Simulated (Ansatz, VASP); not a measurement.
# One calculation of Cd3HgS4, two programs

INCAR

```
PREC     = Accurate       # precision mode
ENCUT    = 630            # plane-wave cutoff, eV
EDIFF    = 1E-6           # SCF threshold, eV
ISMEAR   = 0              # smearing method
SIGMA    = 0.01           # smearing width, eV
LREAL    = F              # projectors in reciprocal space
LASPH    = T              # aspherical terms in the spheres
NELM     = 120            # most SCF steps
ALGO     = Normal         # electronic algorithm
ISIF     = 2              # what is computed and relaxed
LWAVE    = F              # write WAVECAR
LCHARG   = T              # write CHGCAR
GGA      = PE             # functional
LELF     = T              # ELF
LVHAR    = T            
NBANDS   = 62             # bands
GGA_COMPAT= F
```

The input KPOINTS:

```
regular mesh
0
Gamma
  6 6 6
```

The input POSCAR:

```
Cd3HgS4
1.0
   -2.9409952257      2.9409952257      5.8828483063
    2.9409952257     -2.9409952257      5.8828483063
    2.9409952257      2.9409952257     -5.8828483063
Cd S Hg
3 4 1
Direct
    0.7500000000      0.2500000000      0.5000000000
    0.5000000000      0.5000000000      0.0000000000
    0.2500000000      0.7500000000      0.5000000000
    0.1260947508      0.6219475268      0.0000000000
    0.8739052492      0.8739052492      0.4958527761
    0.6219475268      0.1260947508      0.0000000000
    0.3780524732      0.3780524732      0.5041472239
    0.0000000000      0.0000000000      0.0000000000
```

Input for Ansatz:

```yaml
crystal:
  lattice:
    - [-2.9409952257, 2.9409952257, 5.8828483063]
    - [2.9409952257, -2.9409952257, 5.8828483063]
    - [2.9409952257, 2.9409952257, -5.8828483063]
  atoms:
    - { symbol: Cd, position: [0.75, 0.25, 0.5] }
    - { symbol: S, position: [0.1260947508, 0.6219475268, 0.0] }
    - { symbol: Cd, position: [0.5, 0.5, 0.0] }
    - { symbol: S, position: [0.8739052492, 0.8739052492, 0.4958527761] }
    - { symbol: Cd, position: [0.25, 0.75, 0.5] }
    - { symbol: S, position: [0.6219475268, 0.1260947508, 0.0] }
    - { symbol: Hg, position: [0.0, 0.0, 0.0] }
    - { symbol: S, position: [0.3780524732, 0.3780524732, 0.5041472239] }
kpoints:
  mp_grid: { grid: [6, 6, 6] }
hamiltonian:
  xc: pbe
scf:
  occupations: { method: fixed }
  n_extra_bands: 6
output:
  forces: true
  stress: true
  eigenvalues: true
```

Alike in both runs: task single point; functional PBE; k mesh 6 × 6 × 6; no spin polarisation.

|  | VASP | Ansatz |
| --- | --- | --- |
| version | VASP 6.6.1 | Ansatz 0.2.0 |
| potentials or method | VASP PAW PBE potentials, release 64 (Cd_sv_GW, S, Hg_sv_GW) | plane waves, PAW |
| plane-wave cutoff (eV) | 630 | 420 |
| occupations | gaussian, width 0.01 eV | fixed |
| valence electrons in the cell | 104 | 104 |

VASP gave:

- gap on the k mesh at the Fermi level (eV): 0.68
- pressure (GPa): 1.6

Problem. Estimate Ansatz's values.

Solution. gap on the k mesh at the Fermi level (eV): 0.68; pressure (GPa): 1.7.

Neither program's run includes spin-orbit coupling.
